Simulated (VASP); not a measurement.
Set up this calculation in VASP 6.6.1, as the native input.

```
Task                   : single point
Functional             : PBE
Potentials or basis    : VASP PAW PBE potentials, release 64 (Hf_pv, B)
Cutoff                 : 520 eV
k mesh                 : 18 × 18 × 18
Occupations            : gaussian, width 0.15 eV
Spin                   : no spin polarisation
Dipole correction      : no
Further INCAR settings : ALGO = Normal; EDIFF = 1e-07; NBANDS = 14
```

The structure of HfB lies in POSCAR:

```
HfB
1.0
    0.0000000000      2.3100000000      2.3100000000
    2.3100000000      0.0000000000      2.3100000000
    2.3100000000      2.3100000000      0.0000000000
Hf B
1 1
Direct
    0.5000000000      0.5000000000      0.5000000000
   -0.0054112554     -0.0054112554      0.0054112554
```

This cell differs from its parent crystal: all B atoms moved +0.025 Å, as atom 2 towards its neighbour atom 1 (Hf) at 2.310 Å.

These files were run (other wordings do the same):

INCAR

```
SYSTEM = HfB
PREC     = Accurate       ! precision mode
ENCUT    = 520            ! plane-wave cutoff, eV
EDIFF    = 1E-7           ! SCF threshold, eV
ISMEAR   = 0              ! smearing method
SIGMA    = 0.15           ! smearing width, eV
LREAL    = .False.        ! projectors in reciprocal space
LASPH    = .True.         ! aspherical terms in the spheres
NELM     = 100            ! most SCF steps
ALGO     = Normal         ! electronic algorithm
ISIF     = 2              ! what is computed and relaxed
LWAVE    = .False.        ! write WAVECAR
LCHARG   = .False.        ! write CHGCAR
GGA      = PE             ! functional
NBANDS   = 14             ! bands
```

KPOINTS

```
Automatic mesh
0
Gamma
  18 18 18
  0 0 0
```

Potentials or basis: VASP PAW PBE potentials, release 64 (Hf_pv, B).

Run with:

```bash
$ cat potpaw_PBE.64/Hf_pv/POTCAR potpaw_PBE.64/B/POTCAR > POTCAR
$ mpirun -np 1 vasp_std > vasp.out
```

It gave:

| Quantity | Value |
| --- | --- |
| Pressure | 30.7 GPa |
| Largest force | 0.286 eV/Å |
| Band gap on the k mesh | zero (an odd number of electrons rules out a gap without spin polarisation) |

Caveat: the cell differs from its parent crystal (all B atoms moved +0.025 Å, as atom 2 towards its neighbour atom 1 (Hf) at 2.310 Å); the cell stands under pressure; spin-orbit coupling is left out, which moves the levels of the heavy elements.

It took 2.2 min on 1 thread of Intel Xeon 8259CL (shared host), peak memory 0.28 GiB.
